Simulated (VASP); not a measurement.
The system is BaTiO3.

```xyz
5
Lattice="3.9841 0.0000 0.0000 0.0000 2.8371 2.8458 0.0000 -2.8371 2.8458" Properties=species:S:1:pos:R:3 pbc="T T T"
Ba    0.0000    0.0000    0.0000
Ti    1.9921    0.0000    2.8908
O     0.0000    0.0000    2.8008
O     1.9921   -1.3936    4.2579
O     1.9921    1.3936    4.2579
```

```yaml
Program: VASP 6.6.1
Task: relaxation of cell and atoms
Functional: r2SCAN
Potentials_or_basis: VASP PAW PBE potentials, release 64 (Ba_sv, Ti_sv, O)
Cutoff: 600 eV
k_mesh: 6 × 6 × 6
Occupations: gaussian, width 0.02 eV
Spin: no spin polarisation
Hubbard_terms: Ti d U = 4.0 eV
```

At the start: pressure 3.7 GPa; volume 12.87 Å³/atom.

Task: How do energy, volume and symmetry change on relaxing?

Result: Over 18 steps the energy falls by 5.5 meV/atom and the volume is 13.10 Å³/atom (+1.8 %); space group Pm-3m (No. 221, to 0.1 Å) before and after.

Step by step:
```tsv
step	energy change (eV)	largest force (eV/Å)	pressure (GPa)	volume (Å³)
1	0.0000	0.2762	3.74	64.33
2	-0.0011	0.1487	-4.00	67.17
3	-0.0187	0.1510	-0.35	65.75
4	-0.0222	0.1227	-0.22	65.66
5	-0.0250	0.0718	0.15	65.47
6	-0.0265	0.0710	-0.14	65.56
7	-0.0266	0.0714	-0.22	65.59
8	-0.0270	0.0368	0.32	65.38
9	-0.0271	0.0420	0.26	65.41
10	-0.0273	0.0173	-0.01	65.50
11	-0.0273	0.0167	-0.02	65.50
12	-0.0274	0.0166	-0.02	65.50
13	-0.0275	0.0140	-0.01	65.50
14	-0.0275	0.0129	-0.01	65.50
15	-0.0275	0.0063	0.03	65.48
16	-0.0275	0.0049	0.05	65.47
17	-0.0275	0.0027	-0.08	65.52
18	-0.0275	0.0027	-0.03	65.50
```

Final structure:
```
CELL_PARAMETERS angstrom
4.03140 0.00000 0.00000
0.00000 2.85011 2.85015
0.00000 -2.85011 2.85015
ATOMIC_POSITIONS crystal
Ba 0.00000 0.99921 0.99921
Ti 0.50000 0.49917 0.49917
O 0.00000 0.49920 0.49920
O 0.50000 0.49939 0.99925
O 0.50000 0.99925 0.49939
```

Caveat: the PAW data sets were made with another functional, which shifts forces and pressure a little.
